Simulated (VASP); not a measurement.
# TePt (R-3m) in VASP: relaxation of cell and atoms with LDA

Aim: the relaxation of cell and atoms of TePt with LDA.

Program: VASP 6.6.1. These are calculated values, not measurements. Logs are shortened: lines on timing, memory, paths and dates and some standing lists are left out, and cuts for length are marked.

### Step 1. The cell of the first run

Symmetry: R-3m, No. 166, trigonal system. The conventional cell has a = 3.972 Å, b = 3.972 Å, c = 19.644 Å, α = 90.00°, β = 90.00°, γ = 120.00°. Te (site symmetry 3m) has 6 Pt at 2.61 to 3.55 Å and 3 Te at 3.47 Å within 3.6 Å. Pt (site symmetry 3m) has 3 Te at 2.61 Å and 3 Pt at 2.72 Å within 3.4 Å.

### Step 2. Relaxation of cell and atoms, LDA

Input file INCAR:

```
SYSTEM = TePt
PREC = Accurate
ENCUT = 600
EDIFF = 1E-7
ISMEAR = 0
SIGMA = 0.1
LREAL = .False.
LASPH = .True.
NELM = 60
ALGO = Normal
ISIF = 3
LWAVE = .False.
LCHARG = .False.
IBRION = 2
NSW = 70
EDIFFG = -0.005
```

Input file KPOINTS:

```
regular mesh
0
Gamma
  12 12 12
  0 0 0
```

Input file POSCAR:

```
TePt
1.0
    1.9858203281      1.1465139010      6.5480037383
   -1.9858203281      1.1465139010      6.5480037383
    0.0000000000     -2.2930278019      6.5480037383
Te Pt
2 2
Direct
    0.6005213526      0.6005213526      0.6005213526
    0.3994786474      0.3994786474      0.3994786474
    0.8707139631      0.8707139631      0.8707139631
    0.1292860369      0.1292860369      0.1292860369
```

Potentials or basis: VASP PAW LDA potentials, release 64 (Te, Pt).

Command:

```sh
$ cat potpaw_LDA.64/Te/POTCAR potpaw_LDA.64/Pt/POTCAR > POTCAR
$ mpirun -np 1 vasp_std > vasp.out
```

OUTCAR:

```text
SYSTEM = TePt
   PREC = Accurate
   ENCUT = 600
   EDIFF = 1E-7
   ISMEAR = 0
   LREAL = .False.
   LASPH = .True.
   NELM = 60
   ISIF = 3
   IBRION = 2
   NSW = 70
   EDIFFG = -0.005

 ion  position               nearest neighbor table
   1  0.601  0.601  0.601-   3 2.61   3 2.61   3 2.61   2 3.47   2 3.47   2 3.47   4 3.55   4 3.55
                             4 3.55
   2  0.399  0.399  0.399-   4 2.61   4 2.61   4 2.61   1 3.47   1 3.47   1 3.47   3 3.55   3 3.55
                             3 3.55
   3  0.871  0.871  0.871-   1 2.61   1 2.61   1 2.61   4 2.72   4 2.72   4 2.72   2 3.55   2 3.55
                             2 3.55
   4  0.129  0.129  0.129-   2 2.61   2 2.61   2 2.61   3 2.72   3 2.72   3 2.72   1 3.55   1 3.55
                             1 3.55

  LATTYP: Found a trigonal (rhomboedric) cell.
 ALAT       =     6.9378908508
 COS(alpha) =     0.8361467826

  Lattice vectors:

 A1 = (   1.9858203281,   1.1465139010,   6.5480037383)
 A2 = (  -1.9858203281,   1.1465139010,   6.5480037383)
 A3 = (   0.0000000000,  -2.2930278019,   6.5480037383)

Analysis of symmetry for initial positions (statically):
=====================================================================
 Subroutine PRICEL returns:
 Original cell was already a primitive cell.

 Routine SETGRP: Setting up the symmetry group for a
 trigonal (rhombohedral) supercell.

 Subroutine GETGRP returns: Found 12 space group operations
 (whereof 12 operations were pure point group operations)
 out of a pool of 12 trial point group operations.

The static configuration has the point symmetry D_3d.

Analysis of symmetry for dynamics (positions and initial velocities):
=====================================================================
 Subroutine PRICEL returns:
 Original cell was already a primitive cell.

 Routine SETGRP: Setting up the symmetry group for a
 trigonal (rhombohedral) supercell.

 Subroutine GETGRP returns: Found 12 space group operations
 (whereof 12 operations were pure point group operations)
 out of a pool of 12 trial point group operations.

The dynamic configuration has the point symmetry D_3d.

 Subroutine INISYM returns: Found 12 space group operations
 (whereof 12 operations are pure point group operations),
 and found     1 'primitive' translations

----------------------------------------------------------------------------------------

                                     Primitive cell

  volume of cell :      89.4498

  direct lattice vectors                    reciprocal lattice vectors
     1.985820328  1.146513901  6.548003738     0.251785115  0.145368204  0.050906100
    -1.985820328  1.146513901  6.548003738    -0.251785115  0.145368204  0.050906100
     0.000000000 -2.293027802  6.548003738     0.000000000 -0.290736408  0.050906100

  length of vectors
     6.937890851  6.937890851  6.937890851     0.295159431  0.295159431  0.295159431

  position of ions in fractional coordinates (direct lattice)
     0.600521353  0.600521353  0.600521353
     0.399478647  0.399478647  0.399478647
     0.870713963  0.870713963  0.870713963
     0.129286037  0.129286037  0.129286037

  ion indices of the primitive-cell ions
   primitive index   ion index
                 1           1
                 2           2
                 3           3
                 4           4

----------------------------------------------------------------------------------------

 KPOINTS: regular mesh

Automatic generation of k-mesh.
 Grid dimensions read from file:
 generate k-points for:   12   12   12

 Generating k-lattice:

  Cartesian coordinates                     Fractional coordinates (reciprocal lattice)
     0.020982093  0.012114017  0.004242175     0.083333333  0.000000000  0.000000000
    -0.020982093  0.012114017  0.004242175     0.000000000  0.083333333  0.000000000
     0.000000000 -0.024228034  0.004242175     0.000000000  0.000000000  0.083333333

  Length of vectors
     0.024596619  0.024596619  0.024596619

  Shift w.r.t. Gamma in fractional coordinates (k-lattice)
     0.000000000  0.000000000  0.000000000

 Subroutine IBZKPT returns following result:
 ===========================================

 Found    189 irreducible k-points:

 Following reciprocal coordinates:
            Coordinates               Weight
  0.000000  0.000000  0.000000      1.000000
  0.083333 -0.000000 -0.000000      6.000000
  0.166667  0.000000 -0.000000      6.000000
  0.250000  0.000000 -0.000000      6.000000
  0.333333  0.000000 -0.000000      6.000000
  0.416667 -0.000000 -0.000000      6.000000
[... 16 lines left out ...]
  0.500000  0.166667 -0.000000     12.000000
 -0.416667  0.166667  0.000000     12.000000
 [... further k-points ...]
   k-points           NKPTS =    189   k-points in BZ     NKDIM =    189   number of bands    NBANDS=     20
   number of dos      NEDOS =    301   number of ions     NIONS =      4
   total plane-waves  NPLWV = 175616
   dimension x,y,z NGX =    56 NGY =   56 NGZ =   56
   dimension x,y,z NGXF=   112 NGYF=  112 NGZF=  112
   ions per type =               2   2
   NGX,Y,Z   is equivalent  to a cutoff of  13.42, 13.42, 13.42 a.u.
   NGXF,Y,Z  is equivalent  to a cutoff of  26.84, 26.84, 26.84 a.u.
 SYSTEM =  TePt
   PREC   = accura    normal or accurate (medium, high low for compatibility)
   ISTART =      0    job   : 0-new  1-cont  2-samecut
   ICHARG =      2    charge: 1-file 2-atom 10-const
   ISPIN  =      1    spin polarized calculation?
   LNONCOLLINEAR =      F non collinear calculations
   LSORBIT =      F    spin-orbit coupling
   LASPH  =      T    aspherical Exc in radial PAW
   ENCUT  =  600.0 eV  44.10 Ry    6.64 a.u.  13.86 13.86 13.86*2*pi/ulx,y,z
   NELM   =     60;   NELMIN=  2; NELMDL= -5     # of ELM steps
   EDIFF  = 0.1E-06   stopping-criterion for ELM
   LREAL  =      F    real-space projection
   EDIFFG = -.5E-02   stopping-criterion for IOM
   NSW    =     70    number of steps for IOM
   IBRION =      2    ionic relax: 0-MD 1-quasi-New 2-CG
   NFREE  =      1    steps in history (QN), initial steepest desc. (CG)
   ISIF   =      3    stress and relaxation
   ISYM   =      2    0-nonsym 1-usesym 2-fastsym
   POTIM  = 0.5000    time-step for ionic-motion
   TEBEG  =    0.0;   TEEND  =   0.0 temperature during run
   PSTRESS=    0.0 pullay stress
   NELECT =      32.0000    total number of electrons
   NUPDOWN=      -1.0000    fix difference up-down
   EMIN   =  10.00;   EMAX   =-10.00  energy-range for DOS
   EFERMI =   0.00;   METHOD = LEGACY
   ISMEAR =     0;   SIGMA  =   0.10  broadening in eV -4-tet -1-fermi 0-gaus
   EFERMI_NEDOS =   21; number of points for ismear=-14 and -15
   IALGO  =     38    algorithm
   IMIX   =      4    mixing-type and parameters
     AMIX     =   0.40;   BMIX     =  1.00
     AMIX_MAG =   1.60;   BMIX_MAG =  1.00
  volume/ion in A,a.u.               =      22.36       150.91
  Fermi-wavevector in a.u.,A,eV,Ry     =   1.162158  2.196159 18.376167  1.350610
  Thomas-Fermi vector in A             =   2.298722
   LORBIT       =      0    0 simple, 1 ext, 2 COOP (PROOUT), +10 PAW based schemes
   GGA     = CA    functional components
   LHFCALC =     F    Hartree Fock is set to
   AEXX    =    0.0000 exact exchange contribution
   IVDW    =     0    specifies the selected vdW correction
   LEPSILON=     F    determine dielectric tensor
   LRPA    =     F    only Hartree local field effects (RPA)
 conjugate gradient relaxation of ions
 non-spin polarized calculation
 Gauss-broadening in eV      SIGMA  =   0.10
  energy-cutoff  :      600.00
  volume of cell :       89.45
 maximum number of plane-waves:      3004
   NGX = 27   NGY = 27   NGZ = 27

--------------------------------------- Ionic step        1  -------------------------------------------

 number of electron      32.0000001 magnetization

 Free energy of the ion-electron system (eV)
  ---------------------------------------------------
  ext. energy  EPLUGINS =         0.00000000
  ---------------------------------------------------
  free energy    TOTEN  =       -24.00275649 eV

  energy without entropy =      -23.99378516  energy(sigma->0) =      -23.99827082

------------------------ aborting loop because EDIFF is reached ----------------------------------------

  FORCE on cell =-STRESS in cart. coord.  units (eV):
  Direction    XX          YY          ZZ          XY          YZ          ZX
  --------------------------------------------------------------------------------------
  -------------------------------------------------------------------------------------
  Total       -2.1918165     -2.1918165     -1.4468515      0.0000000     -0.0000000      0.0000000
  in kB      -39.2586472    -39.2586472    -25.9152308      0.0000000     -0.0000000      0.0000000
  external PRESSURE =     -34.8108418 kB  Pullay stress =       0.0000000 kB
[... 95 lines left out ...]
  FREE ENERGIE OF THE ION-ELECTRON SYSTEM (eV)
  ---------------------------------------------------
  free  energy   TOTEN  =       -24.0303229435 eV

  energy  without entropy=      -24.0219897022  energy(sigma->0) =      -24.02615632

[... ionic steps 4 to 8 ...]

--------------------------------------- Ionic step        9  -------------------------------------------

 number of electron      32.0000001 magnetization

------------------------ aborting loop because EDIFF is reached ----------------------------------------

  FORCE on cell =-STRESS in cart. coord.  units (eV):
  Direction    XX          YY          ZZ          XY          YZ          ZX
  --------------------------------------------------------------------------------------
  -------------------------------------------------------------------------------------
  Total       -0.1086244     -0.1086244     -0.0834261      0.0000000     -0.0000000      0.0000000
  in kB       -1.9746449     -1.9746449     -1.5165739      0.0000000     -0.0000000      0.0000000
  external PRESSURE =      -1.8219545 kB  Pullay stress =       0.0000000 kB
[... 61 lines left out ...]
  energy  without entropy=      -24.0255892002  energy(sigma->0) =      -24.02944342

--------------------------------------- Ionic step       11  -------------------------------------------

 number of electron      32.0000001 magnetization

 Free energy of the ion-electron system (eV)
  ---------------------------------------------------
  ext. energy  EPLUGINS =         0.00000000
  ---------------------------------------------------
  free energy    TOTEN  =       -24.03387647 eV

  energy without entropy =      -24.02608831  energy(sigma->0) =      -24.02998239

 E-fermi :   8.6967     XC(G=0): -11.2559

 val. band max:        8.6857160517   @ k =  -0.3333   0.4167   0.0833
 cond. band min:       8.7112600307   @ k =   0.4167   0.4167   0.1667
 fundamental gap:      0.0255439790
 Fermi energy:         8.6966624400

 k-point     1 :       0.0000    0.0000    0.0000
  band No.  band energies     occupation
      1      -4.8245      2.00000
      2      -3.1276      2.00000
      3       1.7023      2.00000
      4       3.0474      2.00000
      5       3.0474      2.00000
      6       3.7737      2.00000
[... 12 lines left out ...]
     19      11.6433      0.00000
[... 513 lines left out ...]
      4       2.4423      2.00000
      5       3.4890      2.00000
      6       3.8766      2.00000
[... 12 lines left out ...]
     19      11.5096      0.00000
     20      14.0763      0.00000

 [... further k-points ...]
[... 5 lines left out ...]
  --------------------------------------------------------------------------------------
  -------------------------------------------------------------------------------------
  Total        0.0029552      0.0029552     -0.0059081      0.0000000     -0.0000000     -0.0000000
  in kB        0.0537637      0.0537637     -0.1074860      0.0000000     -0.0000000     -0.0000000
  external PRESSURE =       0.0000138 kB  Pullay stress =       0.0000000 kB
[... 19 lines left out ...]
  FREE ENERGIE OF THE ION-ELECTRON SYSTEM (eV)
  ---------------------------------------------------
  free  energy   TOTEN  =       -24.0338764717 eV

  energy  without entropy=      -24.0260883135  energy(sigma->0) =      -24.02998239

 reached required accuracy - stopping structural energy minimisation
```

Run time: 64 min. Hardware: 1 thread of Intel Xeon 6975P-C (Granite Rapids), shared host; peak memory 0.65 GiB.

Results:

```
Free energy                           : -24.0339 eV
Relaxed volume                        : 22.02 Å³/atom
Relaxed cell                          : a = 6.942 Å, b = 6.942 Å, c = 6.942 Å, α = 32.95°, β = 32.95°, γ = 32.95°
Space group after relaxing (to 0.1 Å) : R-3m (No. 166)
Energy gained by relaxing             : 7.8 meV/atom
Ionic steps                           : 11
Pressure after relaxing               : 0.0 GPa
Largest force after relaxing          : 0.005 eV/Å
Band gap on the k mesh                : zero (bands 16 and 17 overlap by 2.67 eV)
```

Forces on the atoms (eV/Å):
```
Te   0.000  0.000 -0.001
Te   0.000  0.000  0.001
Pt   0.000  0.000 -0.005
Pt   0.000  0.000  0.005
```

Step by step:
```
step  energy change (eV)  largest force (eV/Å)  pressure (GPa)  volume (Å³)
   1              0.0000                0.4158           -3.48        89.45
   2              0.0857                0.6955            8.62        83.30
   3             -0.0276                0.0971            0.07        87.34
   4             -0.0276                0.0974            0.13        87.30
   5             -0.0289                0.0727            0.12        87.42
   6             -0.0303                0.0642            0.11        87.66
   7             -0.0303                0.0652            0.11        87.71
   8             -0.0310                0.0346           -0.13        88.05
   9             -0.0310                0.0275           -0.18        88.14
  10             -0.0305                0.0686            0.48        87.88
  11             -0.0311                0.0045            0.00        88.07
```

Final structure:
```cif
data_structure
_symmetry_space_group_name_H-M 'P 1'
_symmetry_Int_Tables_number 1
_cell_length_a 6.9420
_cell_length_b 6.9420
_cell_length_c 6.9420
_cell_angle_alpha 32.949
_cell_angle_beta 32.949
_cell_angle_gamma 32.949
_cell_volume 88.07
loop_
_atom_site_label
_atom_site_type_symbol
_atom_site_fract_x
_atom_site_fract_y
_atom_site_fract_z
_atom_site_occupancy
Te1 Te 0.59911 0.59911 0.59911 1
Te2 Te 0.40089 0.40089 0.40089 1
Pt1 Pt 0.87002 0.87002 0.87002 1
Pt2 Pt 0.12998 0.12998 0.12998 1
```

Caveat: spin-orbit coupling is left out, which moves the levels of the heavy elements.
